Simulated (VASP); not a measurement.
**C: single point with r2SCAN**

C:

```
CELL_PARAMETERS angstrom
0.00000 1.80357 1.80357
1.80357 0.00000 1.80357
1.80357 1.80357 0.00000
ATOMIC_POSITIONS crystal
C 0.50000 0.50000 0.50000
C 0.75000 0.75000 0.75000
```

This cell differs from its parent crystal: volume scaled by 1.04.

```json
{
  "Program": "VASP 6.6.1",
  "Task": "single point",
  "Functional": "r2SCAN",
  "Potentials or basis": "VASP PAW PBE potentials, release 64 (C_h)",
  "Cutoff": "910 eV",
  "k mesh": "13 × 13 × 13",
  "Occupations": "fermi-dirac, width 0.05 eV",
  "Spin": "no spin polarisation"
}
```

The pressure is -17.2 GPa. The band gap on the k mesh is 4.29 eV, indirect (least direct gap 5.78 eV).

Levels at points of the mesh, in eV from the valence-band top:
```csv
k point,band 1,band 2,band 3,band 4,band 5,band 6,band 7,band 8,band 9
"(0.00, 0.00, 0.00)",-22.21,0.00,0.00,0.00,5.78,5.78,5.78,13.05,19.94
```

It took 65 s on 1 thread of AMD EPYC 9R45 96-Core Processor (Zen 5) (shared host), peak memory 0.13 GiB.

Caveat: the cutoff is under 1.25 times the usual one of these potentials, so pressure, stress and relaxed cells hold a basis-set (Pulay) error; the PAW data sets were made with another functional, which shifts forces and pressure a little. A k mesh can miss the band edges.
